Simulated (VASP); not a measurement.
A run of VASP 6.6.1 is set up as follows.

File INCAR:

```
  ALGO = Normal
  EDIFF = 1E-6
  ENCUT = 520
  GGA = PE
  ISIF = 2
  ISMEAR = 0
  LASPH = True
  LCHARG = False
  LREAL = False
  LWAVE = False
  NBANDS = 21
  NELM = 60
  PREC = Accurate
  SIGMA = 0.05
```

The input KPOINTS:

```
k-points
0
Gamma
  9 9 5
```

Contents of POSCAR:

```
Mo
1.0
    2.7265586793      0.0000000000      0.0000000000
   -1.3632793396      2.3612690812      0.0000000000
    0.0000000000      0.0000000000      4.7982442523
Mo
2
Direct
    0.3333333333      0.6666666667      0.2500000000
    0.6666666667      0.3333333333      0.7500000000
```

Potentials or basis: VASP PAW PBE potentials, release 64 (Mo_sv).

The run is started by

```console
$ cat potpaw_PBE.64/Mo_sv/POTCAR > POTCAR
$ mpirun -np 1 vasp_std > vasp.out
```

Task: Predict the band gap on the k mesh.

Result: Zero (band 14 reaches 13.39 eV, above the bottom of band 15 at 11.91 eV).

Task: Predict the pressure.

Result: 10.5 GPa.

Stress tensor (GPa, compression positive):
```
10.56  0.00  0.00
 0.00 10.56  0.00
 0.00  0.00 10.47
```
